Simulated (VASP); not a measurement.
Cs, 1 atom in the cell. The structure is cubic, space group Im-3m (No. 229). The conventional cell has a = 6.257 Å, b = 6.257 Å, c = 6.257 Å, α = 90.00°, β = 90.00°, γ = 90.00°. 

| Quantity | Value |
| --- | --- |
| Program | VASP 6.6.1 |
| Task | single point |
| Functional | r2SCAN |
| Potentials or basis | VASP PAW PBE potentials, release 64 (Cs_sv) |
| Cutoff | 520 eV |
| k mesh | 6 × 6 × 6 |
| Occupations | fermi-dirac, width 0.05 eV |
| Spin | no spin polarisation |
| Dipole correction | no |
| Further INCAR settings | ALGO = Normal; EDIFF = 1e-06; NBANDS = 10 |

Potentials or basis: VASP PAW PBE potentials, release 64 (Cs_sv).

Launch:

```console
$ cat potpaw_PBE.64/Cs_sv/POTCAR > POTCAR
$ cp INCAR.step1 INCAR
$ mpirun -np 1 vasp_std > vasp.out
$ cp INCAR.step2 INCAR
$ mpirun -np 1 vasp_std > vasp.out
```

Hardware: 1 thread of AMD EPYC 9R45 96-Core Processor (Zen 5) (shared host).

Q: How long does it take, and how much memory?

A: It took 54 s on 1 thread of AMD EPYC 9R45 96-Core Processor (Zen 5), on a shared host, peak memory 0.23 GiB. Counts: k points 16.
